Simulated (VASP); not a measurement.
Runs of VASP 6.6.1 on SnTe. The structure is that of space group Fm-3m (No. 225), or close to it. The cells are those of the table. 

```tsv
level	cell	k mesh	gap on the mesh (eV)	pressure (GPa)
PBE	a = 4.490 Å, angles 60.0°, 2 atoms	6 × 6 × 6	0.03	(c)
PBE	a = 4.510 Å, angles 60.0°, 2 atoms	8 × 8 × 8	(b)	0.6
r2SCAN	a = 4.599 Å, angles 60.0°, 2 atoms	6 × 6 × 6	0.31	-2.3
r2SCAN	a = 4.418 Å, angles 60.0°, 2 atoms	6 × 6 × 6	0.06	3.0
PBE	a = 4.536 Å, angles 60.0°, 2 atoms	6 × 6 × 6	0.06	-0.1
r2SCAN	a = 4.465 Å, angles 60.0°, 2 atoms	6 × 6 × 6	0.05	1.4
r2SCAN	a = 4.555 Å, angles 60.0°, 2 atoms	6 × 6 × 6	0.23	-1.3
PBE	a = 4.581 Å, angles 60.0°, 2 atoms	6 × 6 × 6	0.14	(a)
```

Alike in all rows: task single point; potentials or basis VASP PAW PBE potentials, release 64 (Sn_d, Te); no spin polarisation; cutoff (eV) 520; smearing fermi-dirac 0.02 eV.

Problem. Fill in the values left out.

Solution. (a) -1.2; (b) 0.01; (c) 1.1.

Caveats: spin-orbit coupling is left out, which moves the levels of the heavy elements; the PAW data sets were made with another functional, which shifts forces and pressure a little (some runs).

A k mesh can miss the band edges, and the runs leave out spin-orbit coupling on Sn, Te.
